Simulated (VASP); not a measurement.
NaH:

```
CELL_PARAMETERS angstrom
2.94686 0.01447 0.01447
0.01447 2.94686 0.01447
0.01447 0.01447 2.94686
ATOMIC_POSITIONS crystal
Na 0.00000 0.00000 0.00000
H 0.50000 0.50000 0.50000
```

This cell differs from its parent crystal: strain along [111] +1.5%.

Base run:

```yaml
Program: VASP 6.6.1
Functional: PBE
Potentials_or_basis: VASP PAW PBE potentials, release 64 (Na_pv, H)
Cutoff: 500 eV
k_mesh: 8 × 8 × 8
Occupations: fermi-dirac, width 0.02 eV
Spin: no spin polarisation
```

Its results: band gap on the k mesh 1.03 eV (least direct gap 4.46 eV); pressure 0.3 GPa.

Problem. The run is repeated on the same cell with these changes: functional from PBE to r2SCAN; cutoff from 500 eV to 550 eV; occupations from fermi-dirac, width 0.02 eV to gaussian, width 0.01 eV. What comes out?

Solution. Band gap on the k mesh 1.61 eV (least direct gap 5.12 eV); pressure -0.7 GPa.

Caveats: the structure was generated, so it needn't be the stable form of NaH; the PAW data sets were made with another functional, which shifts forces and pressure a little (at least some runs).

A k mesh can miss the band edges.
